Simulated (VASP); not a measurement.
# TaN (P-62m) in VASP: further runs, part 3 of 3

VASP 6.6.1. The steps go on from the part before.

### Step 5. Single point, LDA

This run uses another cell than the first one, of 11.00 Å³/atom.

The input, INCAR:

```
SYSTEM = TaN
PREC = Accurate
ENCUT = 600
EDIFF = 1E-6
ISMEAR = -1
SIGMA = 0.05
LREAL = .False.
LASPH = .True.
NELM = 120
ALGO = Normal
ISIF = 2
LWAVE = .False.
LCHARG = .False.
NBANDS = 36
GGA_COMPAT = .False.
```

The input, KPOINTS:

```
Automatic mesh
0
Gamma
  6 6 9
  0 0 0
```

The input, POSCAR:

```
TaN
1.0
    5.1507094241      0.0000000000      0.0000000000
   -2.5753547121      4.4606452088      0.0000000000
    0.0000000000      0.0000000000      2.8738980031
Ta N
3 3
Direct
    0.0000000000      0.0000000000      0.0000000000
    0.6666666667      0.3333333333      0.5000000000
    0.3333333333      0.6666666667      0.5000000000
    0.0000000000      0.3933415987      0.0000000000
    0.6066584013      0.6066584013      0.0000000000
    0.3933415987      0.0000000000      0.0000000000
```

Potentials or basis: VASP PAW LDA potentials, release 64 (Ta_sv_GW, N).

On the command line:

```sh
> cat potpaw_LDA.64/Ta_sv_GW/POTCAR potpaw_LDA.64/N/POTCAR > POTCAR
> mpirun -np 1 vasp_std > vasp.out
```

OUTCAR:

```text
SYSTEM = TaN
   PREC = Accurate
   ENCUT = 600
   EDIFF = 1E-6
   ISMEAR = -1
   LREAL = .False.
   LASPH = .True.
   NELM = 120
   ISIF = 2

 ion  position               nearest neighbor table
   1  0.000  0.000  0.000-   5 2.03   6 2.03   4 2.03
   2  0.667  0.333  0.500-   4 2.14   4 2.14   6 2.14   6 2.14   5 2.14   5 2.14   3 2.97   3 2.97
                             3 2.97
   3  0.333  0.667  0.500-   6 2.14   6 2.14   4 2.14   4 2.14   5 2.14   5 2.14   2 2.97   2 2.97
                             2 2.97
   4  0.000  0.393  0.000-   1 2.03   2 2.14   2 2.14   3 2.14   3 2.14
   5  0.607  0.607  0.000-   1 2.03   3 2.14   3 2.14   2 2.14   2 2.14
   6  0.393  0.000  0.000-   1 2.03   3 2.14   3 2.14   2 2.14   2 2.14

  LATTYP: Found a hexagonal cell.
 ALAT       =     5.1507094241
 C/A-ratio  =     0.5579615867

  Lattice vectors:

 A1 = (   5.1507094241,   0.0000000000,   0.0000000000)
 A2 = (  -2.5753547121,   4.4606452088,   0.0000000000)
 A3 = (   0.0000000000,   0.0000000000,   2.8738980031)

Analysis of symmetry for initial positions (statically):
=====================================================================
 Subroutine PRICEL returns:
 Original cell was already a primitive cell.

 Routine SETGRP: Setting up the symmetry group for a
 hexagonal supercell.

 Subroutine GETGRP returns: Found 12 space group operations
 (whereof 12 operations were pure point group operations)
 out of a pool of 24 trial point group operations.

The static configuration has the point symmetry D_3h.

Analysis of symmetry for dynamics (positions and initial velocities):
=====================================================================
 Subroutine PRICEL returns:
 Original cell was already a primitive cell.

 Routine SETGRP: Setting up the symmetry group for a
 hexagonal supercell.
[... 126 lines left out ...]
   EMIN   =  10.00;   EMAX   =-10.00  energy-range for DOS
   EFERMI =   0.00;   METHOD = LEGACY
   ISMEAR =    -1;   SIGMA  =   0.05  broadening in eV -4-tet -1-fermi 0-gaus
   EFERMI_NEDOS =   21; number of points for ismear=-14 and -15
   IALGO  =     38    algorithm
   IMIX   =      4    mixing-type and parameters
     AMIX     =   0.40;   BMIX     =  1.00
     AMIX_MAG =   1.60;   BMIX_MAG =  1.00
  volume/ion in A,a.u.               =      11.00        74.26
  Fermi-wavevector in a.u.,A,eV,Ry     =   1.530949  2.893074 31.889401  2.343805
  Thomas-Fermi vector in A             =   2.638361
   LORBIT       =      0    0 simple, 1 ext, 2 COOP (PROOUT), +10 PAW based schemes
   GGA     = CA    functional components
   LHFCALC =     F    Hartree Fock is set to
   AEXX    =    0.0000 exact exchange contribution
   IVDW    =     0    specifies the selected vdW correction
   LEPSILON=     F    determine dielectric tensor
   LRPA    =     F    only Hartree local field effects (RPA)
 non-spin polarized calculation
  energy-cutoff  :      600.00
  volume of cell :       66.03
 maximum number of plane-waves:      2237
 NGX is ok and might be reduce to    42
   NGX = 21   NGY = 21   NGZ = 11

 number of electron      53.9999999 magnetization

 Free energy of the ion-electron system (eV)
  ---------------------------------------------------
  ext. energy  EPLUGINS =         0.00000000
  ---------------------------------------------------
  free energy    TOTEN  =       -81.67927369 eV

  energy without entropy =      -81.67250237  energy(sigma->0) =      -81.67588803

 E-fermi :  12.4631     XC(G=0): -13.7881

 val. band max:       12.4590774107   @ k =   0.1667  -0.0000   0.2222
 cond. band min:      12.4861603377   @ k =   0.1667  -0.0000   0.3333
 fundamental gap:      0.0270829270
 Fermi energy:        12.4630657669

 k-point     1 :       0.0000    0.0000    0.0000
  band No.  band energies     occupation
      1     -56.4874      2.00000
      2     -56.4348      2.00000
      3     -55.8603      2.00000
      4     -23.5570      2.00000
      5     -23.5570      2.00000
      6     -23.1755      2.00000
[... 925 lines left out ...]
     35      16.3181      0.00000
     36      17.7160      0.00000

 [... further k-points ...]
[... 5 lines left out ...]
  --------------------------------------------------------------------------------------
  -------------------------------------------------------------------------------------
  Total        0.4756096      0.4756096      0.4823315     -0.0000000      0.0000000      0.0000000
  in kB       11.5405128     11.5405128     11.7036183     -0.0000000      0.0000000      0.0000000
  external PRESSURE =      11.5948813 kB  Pullay stress =       0.0000000 kB

 VOLUME and BASIS-vectors are now :
 -----------------------------------------------------------------------------
  energy-cutoff  :      600.00
  volume of cell :       66.03
      direct lattice vectors                 reciprocal lattice vectors
     5.150709424  0.000000000  0.000000000     0.194148013  0.112091408  0.000000000
    -2.575354712  4.460645209  0.000000000     0.000000000  0.224182815  0.000000000
     0.000000000  0.000000000  2.873898003     0.000000000  0.000000000  0.347959461

 POSITION                                       TOTAL-FORCE (eV/Angst)
 -----------------------------------------------------------------------------------
      0.00000      0.00000      0.00000        -0.000000      0.000000     -0.000000
      2.57535      1.48688      1.43695        -0.000000     -0.000000     -0.000000
     -0.00000      2.97376      1.43695        -0.000000     -0.000000     -0.000000
     -1.01299      1.75456      0.00000        -0.007951      0.013772      0.000000
      1.56236      2.70609      0.00000        -0.007951     -0.013772     -0.000000
      2.02599      0.00000      0.00000         0.015902      0.000000     -0.000000
 -----------------------------------------------------------------------------------
    total drift:                                0.000000      0.000001     -0.000000

  FREE ENERGIE OF THE ION-ELECTRON SYSTEM (eV)
  ---------------------------------------------------
  free  energy   TOTEN  =       -81.6792736917 eV

  energy  without entropy=      -81.6725023690  energy(sigma->0) =      -81.67588803
```

Run time: 96 s. Hardware: 1 thread of Intel Xeon 6975P-C (Granite Rapids), shared host; peak memory 0.21 GiB.

Results:

| Quantity | Value |
| --- | --- |
| Free energy | -81.6793 eV |
| Pressure | 1.2 GPa |
| Largest force | 0.016 eV/Å |
| Band gap on the k mesh | zero (bands 27 and 28 overlap by 3.27 eV) |

Forces in eV/Å, atoms in the order of the input:
```
Ta   0.000  0.000  0.000
Ta   0.000  0.000  0.000
Ta   0.000  0.000  0.000
N   -0.008  0.014  0.000
N   -0.008 -0.014  0.000
N    0.016  0.000  0.000
```

Caveat: spin-orbit coupling is left out, which moves the levels of the heavy elements.

### Step 6. The runs side by side

```tsv
level	potentials or basis	spin	cell	cutoff (eV)	gap on the mesh (eV)	pressure (GPa)	largest force (eV/Å)
PBEsol	VASP PAW PBE potentials, release 64 (Ta_pv, N)	non-collinear, zero start, SOC	a = 5.196, b = 5.196, c = 2.911 Å, angles 90.0, 90.0, 120.0°, 6 atoms, atomic positions A	520	-	-2.7	0.01
BLYP+D4	VASP PAW PBE potentials, release 64 (Ta_sv_GW, N)	off	a = 5.242, b = 5.242, c = 2.918 Å, angles 90.0, 90.0, 120.0°, 6 atoms, atomic positions B	600	none	0.8	0.02
BLYP+D3(BJ)	VASP PAW PBE potentials, release 64 (Ta_sv_GW, N)	off	a = 5.203, b = 5.203, c = 2.904 Å, angles 90.0, 90.0, 120.0°, 6 atoms, atomic positions C	600	none	0.9	0.01
LDA	VASP PAW LDA potentials, release 64 (Ta_sv_GW, N)	off	a = 5.151, b = 5.151, c = 2.874 Å, angles 90.0, 90.0, 120.0°, 6 atoms, atomic positions D	600	none	1.2	0.02
```

Alike in all rows: task single point; k mesh 6 × 6 × 9; smearing fermi-dirac 0.05 eV.

Caveats: the PAW data sets were made with another functional, which shifts forces and pressure a little (at least some runs); spin-orbit coupling is left out, which moves the levels of the heavy elements (at least some runs); the dispersion term is far too large for a dense solid, which distorts pressure and volume (at least some runs).

Absolute energies hang on the potentials; compare differences alone.

The gap in the log of VASP goes by the Fermi energy; the results here count the filled bands.